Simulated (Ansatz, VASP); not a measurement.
TiTe2 in VASP and in Ansatz

```
Ti Te
1.0
     0.00000    3.21710    3.21710
     3.21710    0.00000    3.21710
     3.21710    3.21710    0.00000
Ti Te
1 2
Direct
  0.00000 0.00000 0.00000
  0.25000 0.25000 0.25000
  0.75000 0.75000 0.75000
```

Alike in both runs: task relaxation of cell and atoms; functional PBE; k mesh 10 × 10 × 10; occupations fermi-dirac, width 0.03 eV; no spin polarisation.

```csv
,VASP,Ansatz
version,VASP 6.6.1,Ansatz 0.2.0
potentials or method,"VASP PAW PBE potentials, release 64 (Ti_sv, Te)","PAW with Ansatz's default frozen-core files, scalar-relativistic"
plane-wave cutoff (eV),600,420
valence electrons in the cell,24,44
```

```tsv
	VASP	Ansatz	Ansatz less VASP
relaxed volume (Å³/atom)	27.18	27.19	+0.004
relaxed length of the cell vector where the two differ most in proportion (Å)	4.868	4.868	+0.0002
```

VASP's potentials hold 24 valence electrons a cell and Ansatz's 44, so a difference there can come from the potentials and not from the codes.

Spin-orbit coupling is off throughout. Noted on VASP's run: the volume moved by over 15 % at a fixed basis, so the end points are rough.
